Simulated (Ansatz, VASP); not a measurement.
One calculation of Ta2GeO, two programs

```
Ta Ge O
1.0
     2.65073   -2.67832    0.00000
     2.65073    2.67832    0.00000
     0.00000    0.00000    4.90614
Ta Ge O
2 1 1
Direct
  0.50000 0.50000 0.00000
  0.00000 0.00000 0.50000
  0.00000 0.00000 0.00000
  0.50000 0.50000 0.50000
```

Alike in both runs: task relaxation of cell and atoms; functional PBE; k mesh 4 × 4 × 4; occupations gaussian, width 0.1 eV; no spin polarisation.

|  | VASP | Ansatz |
| --- | --- | --- |
| version | VASP 6.6.1 | Ansatz 0.2.0 |
| potentials or method | VASP PAW PBE potentials, release 64 (Ta_pv, Ge_d, O), cutoff 600 eV | scalar-relativistic, plane waves, PAW |
| valence electrons in the cell | 42 | 46 |

Ansatz gave:

| Quantity | Value |
| --- | --- |
| gap on the k mesh at the Fermi level, each at its own relaxed structure (eV) | none |
| relaxed volume (Å³/atom) | 15.30 |
| relaxed cell length with the largest relative difference (Å) | 4.942 |

Estimate VASP's values.

gap on the k mesh at the Fermi level, each at its own relaxed structure (eV): none; relaxed volume (Å³/atom): 15.33; relaxed cell length with the largest relative difference (Å): 4.946.

A gap of «none» marks a metal or a gap that the smearing closes. VASP's potentials hold 42 valence electrons a cell and Ansatz's 46, so a difference there can come from the potentials and not from the codes.

The k mesh is coarse, so the values compare programs but aren't converged. Spin-orbit coupling is off throughout.
